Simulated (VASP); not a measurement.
# LaBr (R-3m) in VASP: further runs

LaBr is run at these levels: LDA; tasks: single point.

All numbers are computed with VASP 6.6.1; they aren't measurements. Logs are shortened: lines on timing, memory, paths and dates and some standing lists are left out, and cuts for length are marked.

### Step 1. The cell of the first run

Symmetry: R-3m, No. 166, trigonal system. Conventional cell: a = 4.366 Å, b = 4.366 Å, c = 33.713 Å, α = 90.00°, β = 90.00°, γ = 120.00°. La (site symmetry 3m) has 3 Br at 3.25 Å and 9 La at 4.04 to 4.37 Å within 4.4 Å. Br (site symmetry 3m) has 3 La at 3.25 Å and 6 Br at 4.37 Å within 4.4 Å.

### Step 2. Single point, LDA (46.39 Å³/atom)

File INCAR:

```
PREC = Accurate
ENCUT = 520
EDIFF = 1E-6
ISMEAR = -1
SIGMA = 0.05
LREAL = False
LASPH = True
NELM = 60
ALGO = Normal
ISIF = 2
LWAVE = False
LCHARG = False
NBANDS = 26
```

File KPOINTS:

```
Automatic mesh
0
Gamma
  8 8 8
```

File POSCAR:

```
LaBr
1.0
    2.1832347250      1.2604911562     11.2377710508
   -2.1832347250      1.2604911562     11.2377710508
    0.0000000000     -2.5209823124     11.2377710508
La Br
2 2
Direct
    0.8801070000      0.8801070000      0.8801070000
    0.1198930000      0.1198930000      0.1198930000
    0.6074260000      0.6074260000      0.6074260000
    0.3925740000      0.3925740000      0.3925740000
```

Potentials or basis: VASP PAW LDA potentials, release 64 (La, Br).

Command:

```console
> cat potpaw_LDA.64/La/POTCAR potpaw_LDA.64/Br/POTCAR > POTCAR
> mpirun -np 1 vasp_std > vasp.out
```

OUTCAR:

```text
PREC = Accurate
   ENCUT = 520
   EDIFF = 1E-6
   ISMEAR = -1
   LREAL = False
   LASPH = True
   NELM = 60
   ISIF = 2

 ion  position               nearest neighbor table
   1  0.880  0.880  0.880-
   2  0.120  0.120  0.120-
   3  0.607  0.607  0.607-
   4  0.393  0.393  0.393-

  LATTYP: Found a trigonal (rhomboedric) cell.
 ALAT       =    11.5170677696
 COS(alpha) =     0.9281301048

  Lattice vectors:

 A1 = (   2.1832347250,   1.2604911562,  11.2377710508)
 A2 = (  -2.1832347250,   1.2604911562,  11.2377710508)
 A3 = (   0.0000000000,  -2.5209823124,  11.2377710508)

Analysis of symmetry for initial positions (statically):
=====================================================================
 Subroutine PRICEL returns:
 Original cell was already a primitive cell.

 Routine SETGRP: Setting up the symmetry group for a
 trigonal (rhombohedral) supercell.

 Subroutine GETGRP returns: Found 12 space group operations
 (whereof 12 operations were pure point group operations)
 out of a pool of 12 trial point group operations.

The static configuration has the point symmetry D_3d.

Analysis of symmetry for dynamics (positions and initial velocities):
=====================================================================
 Subroutine PRICEL returns:
 Original cell was already a primitive cell.

 Routine SETGRP: Setting up the symmetry group for a
 trigonal (rhombohedral) supercell.

 Subroutine GETGRP returns: Found 12 space group operations
 (whereof 12 operations were pure point group operations)
 out of a pool of 12 trial point group operations.

The dynamic configuration has the point symmetry D_3d.

 Subroutine INISYM returns: Found 12 space group operations
 (whereof 12 operations are pure point group operations),
 and found     1 'primitive' translations

----------------------------------------------------------------------------------------

                                     Primitive cell

  volume of cell :     185.5546

  direct lattice vectors                    reciprocal lattice vectors
     2.183234725  1.260491156 11.237771051     0.229017977  0.132223591  0.029661873
    -2.183234725  1.260491156 11.237771051    -0.229017977  0.132223591  0.029661873
[... 80 lines left out ...]
   PREC   = accura    normal or accurate (medium, high low for compatibility)
   ISTART =      0    job   : 0-new  1-cont  2-samecut
   ICHARG =      2    charge: 1-file 2-atom 10-const
   ISPIN  =      1    spin polarized calculation?
   LNONCOLLINEAR =      F non collinear calculations
   LSORBIT =      F    spin-orbit coupling
   LASPH  =      T    aspherical Exc in radial PAW
   ENCUT  =  520.0 eV  38.22 Ry    6.18 a.u.  21.41 21.41 21.41*2*pi/ulx,y,z
   NELM   =     60;   NELMIN=  2; NELMDL= -5     # of ELM steps
   EDIFF  = 0.1E-05   stopping-criterion for ELM
   LREAL  =      F    real-space projection
   EDIFFG = 0.1E-04   stopping-criterion for IOM
   NSW    =      0    number of steps for IOM
   IBRION =     -1    ionic relax: 0-MD 1-quasi-New 2-CG
   NFREE  =      0    steps in history (QN), initial steepest desc. (CG)
   ISIF   =      2    stress and relaxation
   ISYM   =      2    0-nonsym 1-usesym 2-fastsym
   POTIM  = 0.5000    time-step for ionic-motion
   TEBEG  =    0.0;   TEEND  =   0.0 temperature during run
   PSTRESS=    0.0 pullay stress
   NELECT =      36.0000    total number of electrons
   NUPDOWN=      -1.0000    fix difference up-down
   EMIN   =  10.00;   EMAX   =-10.00  energy-range for DOS
   EFERMI =   0.00;   METHOD = LEGACY
   ISMEAR =    -1;   SIGMA  =   0.05  broadening in eV -4-tet -1-fermi 0-gaus
   EFERMI_NEDOS =   21; number of points for ismear=-14 and -15
   IALGO  =     38    algorithm
   IMIX   =      4    mixing-type and parameters
     AMIX     =   0.40;   BMIX     =  1.00
     AMIX_MAG =   1.60;   BMIX_MAG =  1.00
  volume/ion in A,a.u.               =      46.39       313.05
  Fermi-wavevector in a.u.,A,eV,Ry     =   0.947731  1.790952 12.220673  0.898194
  Thomas-Fermi vector in A             =   2.075852
   LORBIT       =      0    0 simple, 1 ext, 2 COOP (PROOUT), +10 PAW based schemes
   GGA     = CA    functional components
   LHFCALC =     F    Hartree Fock is set to
   AEXX    =    0.0000 exact exchange contribution
   IVDW    =     0    specifies the selected vdW correction
   LEPSILON=     F    determine dielectric tensor
   LRPA    =     F    only Hartree local field effects (RPA)
 non-spin polarized calculation
  energy-cutoff  :      520.00
  volume of cell :      185.55
 maximum number of plane-waves:      5021
 NGX is ok and might be reduce to    90
   NGX = 43   NGY = 43   NGZ = 43

 number of electron      35.9999998 magnetization

 Free energy of the ion-electron system (eV)
  ---------------------------------------------------
  ext. energy  EPLUGINS =         0.00000000
  ---------------------------------------------------
  free energy    TOTEN  =       -19.10884154 eV

  energy without entropy =      -19.03991631  energy(sigma->0) =      -19.07437893

 E-fermi :   2.8878     XC(G=0):  -7.8916

 val. band max:        2.8798473274   @ k =  -0.2500   0.5000   0.2500
 cond. band min:       2.8892346509   @ k =  -0.2500   0.5000   0.2500
 fundamental gap:      0.0093873235
 Fermi energy:         2.8878159658

 k-point     1 :       0.0000    0.0000    0.0000
  band No.  band energies     occupation
      1     -30.5703      2.00000
      2     -30.5339      2.00000
      3     -14.4945      2.00000
      4     -14.2273      2.00000
      5     -14.1089      2.00000
      6     -14.1089      2.00000
[... 685 lines left out ...]
     25       3.8288      0.00000
     26       3.8491      0.00000

 [... further k-points ...]
[... 5 lines left out ...]
  --------------------------------------------------------------------------------------
  -------------------------------------------------------------------------------------
  Total       -6.5948175     -6.5948175     -6.1373455      0.0000000     -0.0000000      0.0000000
  in kB      -56.9431780    -56.9431780    -52.9931202      0.0000000     -0.0000000      0.0000000
  external PRESSURE =     -55.6264921 kB  Pullay stress =       0.0000000 kB

 VOLUME and BASIS-vectors are now :
 -----------------------------------------------------------------------------
  energy-cutoff  :      520.00
  volume of cell :      185.55
      direct lattice vectors                 reciprocal lattice vectors
     2.183234725  1.260491156 11.237771051     0.229017977  0.132223591  0.029661873
    -2.183234725  1.260491156 11.237771051    -0.229017977  0.132223591  0.029661873
     0.000000000 -2.520982312 11.237771051     0.000000000 -0.264447181  0.029661873

 POSITION                                       TOTAL-FORCE (eV/Angst)
 -----------------------------------------------------------------------------------
      0.00000      0.00000     29.67132         0.000000     -0.000000      0.583184
      0.00000      0.00000      4.04199         0.000000     -0.000000     -0.583184
      0.00000      0.00000     20.47834         0.000000      0.000000     -1.015767
      0.00000      0.00000     13.23497         0.000000     -0.000000      1.015767
 -----------------------------------------------------------------------------------
    total drift:                               -0.000000     -0.000000      0.000000

  FREE ENERGIE OF THE ION-ELECTRON SYSTEM (eV)
  ---------------------------------------------------
  free  energy   TOTEN  =       -19.1088415393 eV

  energy  without entropy=      -19.0399163126  energy(sigma->0) =      -19.07437893
```

OSZICAR:

```text
N       E                     dE             d eps       ncg     rms          rms(c)
DAV:   1     0.415846304576E+03    0.41585E+03   -0.13190E+04  3380   0.158E+03
DAV:   2     0.708691657322E+02   -0.34498E+03   -0.33377E+03  4996   0.281E+02
DAV:   3    -0.887087396813E+01   -0.79740E+02   -0.77967E+02  4856   0.168E+02
DAV:   4    -0.182673904942E+02   -0.93965E+01   -0.90403E+01  6306   0.525E+01
DAV:   5    -0.191954855230E+02   -0.92810E+00   -0.91065E+00  5534   0.163E+01    0.425E+00
DAV:   6    -0.191443968759E+02    0.51089E-01   -0.21960E+00  6328   0.833E+00    0.223E+00
DAV:   7    -0.191113016211E+02    0.33095E-01   -0.33571E-01  5640   0.312E+00    0.765E-01
DAV:   8    -0.191091171700E+02    0.21845E-02   -0.47255E-02  6360   0.143E+00    0.269E-01
DAV:   9    -0.191086522833E+02    0.46489E-03   -0.78449E-03  5736   0.474E-01    0.980E-02
DAV:  10    -0.191087788399E+02   -0.12656E-03   -0.11288E-03  5864   0.220E-01    0.475E-02
DAV:  11    -0.191088255602E+02   -0.46720E-04   -0.33629E-04  5528   0.974E-02    0.271E-02
DAV:  12    -0.191088399451E+02   -0.14385E-04   -0.13551E-04  6528   0.655E-02    0.254E-02
DAV:  13    -0.191088415811E+02   -0.16360E-05   -0.17263E-05  5168   0.257E-02    0.672E-03
DAV:  14    -0.191088414207E+02    0.16039E-06   -0.12448E-05  4752   0.203E-02    0.273E-03
DAV:  15    -0.191088415393E+02   -0.11855E-06   -0.83148E-07  3640   0.125E-02
   1 F= -.19108842E+02 E0= -.19074379E+02  d E =-.689252E-01
```

Wall time 57 min (1 thread of Intel Xeon Platinum 8488C (Sapphire Rapids), shared host); peak memory 1 GiB.

Results:

```yaml
Free_energy: -19.1088 eV
Pressure: -5.6 GPa
Largest_force: 1.016 eV/Å
Band_gap_on_the_k_mesh: zero (bands 18 and 19 overlap by 0.05 eV)
```

Forces on the atoms (eV/Å):
```
La   0.000  0.000  0.583
La   0.000  0.000 -0.583
Br   0.000  0.000 -1.016
Br   0.000  0.000  1.016
```

Stress tensor (GPa, compression positive):
```
-5.69  0.00  0.00
 0.00 -5.69  0.00
 0.00  0.00 -5.30
```

Levels at points of the mesh, in eV from the Fermi level:
```
           k point  band 14  band 15  band 16  band 17  band 18  band 19  band 20  band 21  band 22  band 23
(0.00, 0.00, 0.00)    -3.31    -3.27    -3.27    -1.31    -0.33     0.76     0.85     0.85     0.86     0.86
(0.50, 0.00, 0.00)    -3.72    -3.48    -3.46    -0.51    -0.05     0.07     0.65     0.85     0.87     0.88
(0.50, 0.50, 0.00)    -3.70    -3.51    -3.43    -0.49    -0.10     0.06     0.66     0.85     0.87     0.88
(0.50, 0.50, 0.50)    -3.29    -3.29    -3.29    -1.14    -0.45     0.77     0.85     0.85     0.86     0.86
```

Caveat: the cell stands under tension; spin-orbit coupling is left out, which moves the levels of the heavy elements; forces of over 1 eV/Å act on the atoms, so gaps and moduli don't describe the material at rest.

### Step 3. Single point, LDA (28.30 Å³/atom)

This run uses another cell than the first one, of 28.30 Å³/atom.

File INCAR:

```
ALGO = Normal
EDIFF = 1E-6
ENCUT = 520
ISIF = 2
ISMEAR = -1
LASPH = True
LCHARG = False
LREAL = False
LWAVE = False
NBANDS = 26
NELM = 100
PREC = Accurate
SIGMA = 0.05
```

File KPOINTS:

```
k-points
0
Gamma
  8 8 8
```

File POSCAR:

```
LaBr
1.0
    1.8517567085      1.0691122341      9.5315532010
   -1.8517567085      1.0691122341      9.5315532010
    0.0000000000     -2.1382244682      9.5315532010
La Br
2 2
Direct
    0.8801070000      0.8801070000      0.8801070000
    0.1198930000      0.1198930000      0.1198930000
    0.6074260000      0.6074260000      0.6074260000
    0.3925740000      0.3925740000      0.3925740000
```

Potentials or basis: VASP PAW LDA potentials, release 64 (La, Br).

Command:

```console
> cat potpaw_LDA.64/La/POTCAR potpaw_LDA.64/Br/POTCAR > POTCAR
> mpirun -np 1 vasp_std > vasp.out
```

It took 56 min on 1 thread of Oxide Virtual Turin-like, shared host; peak memory 0.73 GiB.

Results (log left out):

* Free energy: -19.1811 eV
* Pressure: 11.1 GPa
* Largest force: 2.661 eV/Å
* Band gap on the k mesh: zero (bands 18 and 19 overlap by 0.04 eV)

Forces in eV/Å, atoms in the order of the input:
```
La   0.000  0.000 -2.661
La   0.000  0.000  2.661
Br   0.000  0.000  2.294
Br   0.000  0.000 -2.294
```

Stress tensor (GPa, compression positive):
```
12.26  0.00  0.00
 0.00 12.26  0.00
 0.00  0.00  8.87
```

Levels at points of the mesh, in eV from the Fermi level:
```
           k point  band 16  band 17  band 18  band 19  band 20  band 21
(0.00, 0.00, 0.00)    -4.51    -1.16    -0.90     0.75     0.75     0.81
(0.50, 0.00, 0.00)    -4.82    -1.93    -0.15     0.33     0.46     1.29
(0.50, 0.50, 0.00)    -4.68    -1.81    -0.17     0.19     0.31     1.28
(0.50, 0.50, 0.50)    -4.56    -1.48    -0.56     0.76     0.76     1.00
```

Caveat: the cell stands under pressure; spin-orbit coupling is left out, which moves the levels of the heavy elements; forces of over 1 eV/Å act on the atoms, so gaps and moduli don't describe the material at rest.
